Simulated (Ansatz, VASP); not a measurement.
**One calculation of InP, two programs**

```
In P
1.0
     5.34981    0.00000    0.00000
     0.00000    5.34981    0.00000
     0.00000    0.00000    5.34981
In P
3 3
Direct
  0.50000 0.00000 0.00000
  0.00000 0.50000 0.00000
  0.00000 0.00000 0.50000
  0.00000 0.50000 0.50000
  0.50000 0.00000 0.50000
  0.50000 0.50000 0.00000
```

Alike in both runs: functional PBE; k mesh 8 × 8 × 8; occupations gaussian, width 0.1 eV; no spin polarisation.

Ansatz relaxed the structure, and its values are those at the end. VASP's run is a single point on that final structure, the one shown.

|  | VASP | Ansatz |
| --- | --- | --- |
| version | VASP 6.6.1 | Ansatz 0.2.0 |
| potentials or method | VASP PAW PBE potentials, release 64 (In_d, P), cutoff 520 eV | scalar-relativistic, plane waves, PAW |
| valence electrons in the cell | 54 | 54 |

Ansatz gave:

```
gap on the k mesh at the Fermi level (eV) : none
pressure (GPa)                            : 0.0
```

Problem. What did VASP give for the same quantities?

Solution. gap on the k mesh at the Fermi level (eV): none; pressure (GPa): -0.1.

A gap of «none» marks a metal or a gap that the smearing closes.
